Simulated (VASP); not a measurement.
**HfB2: single point with BLYP+D3(BJ)**

The system is HfB2.

```
Hf B
1.0
     3.08587    0.00000    0.00000
    -1.54293    2.67244    0.00000
     0.00000    0.00000    3.44771
Hf B
1 2
Direct
  0.00000 0.00000 0.00000
  0.33333 0.66667 0.50000
  0.66667 0.33333 0.50000
```

This cell differs from its parent crystal: volume scaled by 0.98.

```json
{"Program": "VASP 6.6.1", "Task": "single point", "Functional": "BLYP", "Dispersion": "D3(BJ)", "Potentials or basis": "VASP PAW PBE potentials, release 64 (Hf_pv, B)", "Cutoff": "520 eV", "k mesh": "8 × 8 × 8", "Occupations": "gaussian, width 0.05 eV", "Spin": "no spin polarisation"}
```

* Pressure: 5.9 GPa
* Band gap on the k mesh: zero (band 8 reaches 9.24 eV, above the bottom of band 9 at 8.50 eV)
* Dispersion energy per atom: -0.874 eV

Stress tensor (GPa, compression positive):
```
5.67 0.00 0.00
0.00 5.67 0.00
0.00 0.00 6.25
```

Levels at points of the mesh, in eV from the Fermi level:
```csv
k point,band 4,band 5,band 6,band 7,band 8,band 9,band 10,band 11,band 12,band 13
"(0.00, 0.00, 0.00)",-13.84,-2.99,-2.94,-2.94,-2.75,4.19,4.19,4.70,4.70,5.40
"(0.50, 0.00, 0.00)",-9.84,-9.00,-4.29,-3.45,-2.86,2.21,2.83,5.83,5.97,6.89
"(0.00, 0.00, 0.50)",-11.34,-8.34,-1.23,-1.23,0.47,0.47,1.05,1.05,2.16,5.34
"(0.50, 0.00, 0.50)",-10.49,-7.50,-5.06,-4.74,-2.41,4.26,4.50,6.49,7.36,7.53
```

It took 13 s on 1 thread of Intel(R) Xeon(R) 6975P-C (Granite Rapids), with other jobs on the host, peak memory 0.16 GiB.

Caveat: the PAW data sets were made with another functional, which shifts forces and pressure a little; spin-orbit coupling is left out, which moves the levels of the heavy elements; pairwise dispersion overbinds metals, which lowers pressure and volume.
